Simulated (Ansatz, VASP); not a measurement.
**TlHC2 in VASP and in Ansatz**

```xyz
4
Lattice="9.0000 0.0000 0.0000 0.0000 9.0000 0.0000 0.0000 0.0000 13.6300" Properties=species:S:1:pos:R:3 pbc="T T T"
Tl    4.5000    4.5000    4.5000
C     4.5000    4.5000    6.8160
C     4.5000    4.5000    8.0485
H     4.5000    4.5000    9.1258
```

Alike in both runs: task single point; functional PBE; k mesh 1 × 1 × 1; occupations gaussian, width 0.01 eV; no spin polarisation.

```csv
,VASP,Ansatz
version,VASP 6.6.1,Ansatz 0.2.0
potentials or method,"VASP PAW PBE potentials, release 64 (Tl_d, C_h, H_h), cutoff 910 eV","scalar-relativistic, plane waves, PAW"
valence electrons in the cell,22,22
```

|  | VASP | Ansatz | Ansatz less VASP |
| --- | --- | --- | --- |
| gap on the k mesh at the Fermi level (eV) | 3.65 | 3.66 | +0.011 |
| rms of the force components (eV/Å) | 0.129 | 0.122 | -0.0076 |

Atom by atom the forces differ by 0.010 eV/Å (rms over components).

Neither program's run includes spin-orbit coupling. Noted on VASP's run: the cutoff is short for stress, so the pressure is rough.
